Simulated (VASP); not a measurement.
Runs of VASP 6.6.1 on HfSn2S6. Symmetry: P-31m, No. 162, trigonal system. The conventional cell has a = 6.413 Å, b = 6.413 Å, c = 6.852 Å, α = 90.00°, β = 90.00°, γ = 120.00°. Within 3.4 Å of Hf (site symmetry -3m) lie 6 S at 2.59 Å. Sn (site symmetry 32) has 6 S at 2.59 Å within 3.4 Å. S (site symmetry m) has 1 Hf at 2.59 Å and 2 Sn at 2.59 Å within 3.4 Å. 

```tsv
task	level	cell	k mesh	cutoff (eV)	smearing	gap on the mesh (eV)	pressure (GPa)	largest force (eV/Å)
relaxation of cell and atoms	PBE	relaxed	6 × 6 × 4	600	gaussian 0.02 eV	0.98	0.0	0.01
single point	PBE	as given	3 × 3 × 4	520	gaussian 0.1 eV	1.38	-0.2	0.04
single point	r2SCAN	as given	6 × 6 × 4	520	gaussian 0.02 eV	1.31	(a)	0.26
single point	PBE	as given	6 × 6 × 4	520	gaussian 0.02 eV	0.98	-0.2	0.04
```

Alike in all rows: potentials or basis VASP PAW PBE potentials, release 64 (Hf_pv, Sn_d, S); no spin polarisation.

Q: Estimate the missing entries.

A: (a) -2.0.

Caveats: spin-orbit coupling is left out, which moves the levels of the heavy elements; this functional lacks dispersion, which binds the layers, so the pressure and a relaxed spacing across them are unreliable (at least some runs); an odd mesh through Γ misses points on the zone boundary, where band edges can lie (at least some runs); the PAW data sets were made with another functional, which shifts forces and pressure a little (at least some runs).

A k mesh can miss the band edges, and the runs leave out spin-orbit coupling on Hf, Sn.
